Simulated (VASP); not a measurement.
Here is a VASP 6.6.1 calculation.

File INCAR:

```
SYSTEM = TaN
ALGO = Normal ; EDIFF = 1E-6
ENCUT = 520 ; ISIF = 2
ISMEAR = -1 ; LASPH = .True.
LCHARG = .False. ; LREAL = .False.
LWAVE = .False. ; NBANDS = 15
NELM = 60 ; PREC = Accurate
SIGMA = 0.05
```

KPOINTS

```
k-points
0
Gamma
  10 10 10
  0 0 0
```

File POSCAR:

```
TaN
1.0
    0.0000000000      2.2113230000      2.2113230000
    2.2113230000      0.0000000000      2.2113230000
    2.2113230000      2.2113230000      0.0000000000
Ta N
1 1
Direct
    0.5000000000      0.5000000000      0.5000000000
    0.0000000000      0.0000000000      0.0000000000
```

Potentials or basis: VASP PAW LDA potentials, release 64 (Ta_pv, N).

Command:

```bash
$ cat potpaw_LDA.64/Ta_pv/POTCAR potpaw_LDA.64/N/POTCAR > POTCAR
$ mpirun -np 1 vasp_std > vasp.out
```

**Question.** Estimate the band gap on the k mesh.

**Answer.** Zero (band 8 reaches 11.02 eV, above the bottom of band 9 at 7.11 eV).

**Question.** Estimate the pressure.

**Answer.** -15.5 GPa.

Caveat: spin-orbit coupling is left out, which moves the levels of the heavy elements.
